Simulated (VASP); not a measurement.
Set up this calculation in VASP 6.6.1, as the native input.

- Task: single point
- Functional: PBE
- Potentials or basis: VASP PAW PBE potentials, release 64 (Mg, Si)
- Cutoff: 600 eV
- k mesh: 6 × 6 × 6
- Occupations: gaussian, width 0.1 eV
- Spin: no spin polarisation
- Dipole correction: no
- Further INCAR settings: ALGO = Normal; EDIFF = 1e-06; NBANDS = 11

The structure of Mg2Si lies in POSCAR:

```
Mg2Si
1.0
    0.0000000000      3.1698179195      3.1698179195
    3.1698179195      0.0000000000      3.1698179195
    3.1698179195      3.1698179195      0.0000000000
Mg Si
2 1
Direct
    0.2500000000      0.2500000000      0.2500000000
    0.7500000000      0.7500000000      0.7500000000
    0.0000000000      0.0000000000      0.0000000000
```

The input as run:

INCAR

```
PREC = Accurate ; ENCUT = 600
EDIFF = 1E-6 ; ISMEAR = 0
SIGMA = 0.1 ; LREAL = F
LASPH = T ; NELM = 120
ALGO = Normal ; ISIF = 2
LWAVE = F ; LCHARG = T
GGA = PE ; LELF = T
LVHAR = T ; NBANDS = 11
GGA_COMPAT = F
```

KPOINTS

```
Automatic mesh
0
Gamma
  6 6 6
```

Potentials or basis: VASP PAW PBE potentials, release 64 (Mg, Si).

Command:

```bash
$ cat potpaw_PBE.64/Mg/POTCAR potpaw_PBE.64/Si/POTCAR > POTCAR
$ mpirun -np 1 vasp_std > vasp.out
```

It gave:

| Quantity | Value |
| --- | --- |
| Pressure | 0.5 GPa |
| Band gap on the k mesh | 0.20 eV, indirect (least direct gap 1.91 eV) |

Run time: 9.5 s on 1 thread of AMD EPYC 9R45 96-Core Processor (Zen 5), with other jobs on the host, peak memory 0.17 GiB.
